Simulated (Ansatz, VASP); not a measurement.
**La5HgBr3: VASP beside Ansatz**

```
La Hg Br
1.0
     8.85221    0.00000    0.00000
    -4.42610    7.66624    0.00000
     0.00000    0.00000    4.66839
La Hg Br
5 1 3
Direct
  0.23419 0.00000 0.50000
  0.00000 0.23419 0.50000
  0.76581 0.76581 0.50000
  0.33333 0.66667 0.50000
  0.66667 0.33333 0.50000
  0.00000 0.00000 0.00000
  0.47591 0.00000 0.00000
  0.00000 0.47591 0.00000
  0.52409 0.52409 0.00000
```

Change from the starting cell: species swapped into the Lu3Ga5Co type (P-62m, No. 189).

Alike in both runs: functional PBE; k mesh 3 × 3 × 4; occupations gaussian, width 0.1 eV; no spin polarisation.

Ansatz relaxed the structure, and its values are those at the end. VASP's run is a single point on that final structure, the one shown.

|  | VASP | Ansatz |
| --- | --- | --- |
| version | VASP 6.6.1 | Ansatz 0.2.0 |
| potentials or method | VASP PAW PBE potentials, release 64 (La, Hg, Br), cutoff 520 eV | scalar-relativistic, plane waves, PAW |
| valence electrons in the cell | 88 | 96 |

Ansatz gave:

| Quantity | Value |
| --- | --- |
| gap on the k mesh at the Fermi level (eV) | none |
| pressure (GPa) | 0.1 |
| rms of the force components (eV/Å) | 0.007 |

Problem. What did VASP give for the same quantities?

Solution. gap on the k mesh at the Fermi level (eV): none; pressure (GPa): 0.1; rms of the force components (eV/Å): 0.006.

A gap of «none» marks a metal or a gap that the smearing closes. VASP's potentials hold 88 valence electrons a cell and Ansatz's 96, so a difference there can come from the potentials and not from the codes.

Neither program's run includes spin-orbit coupling.
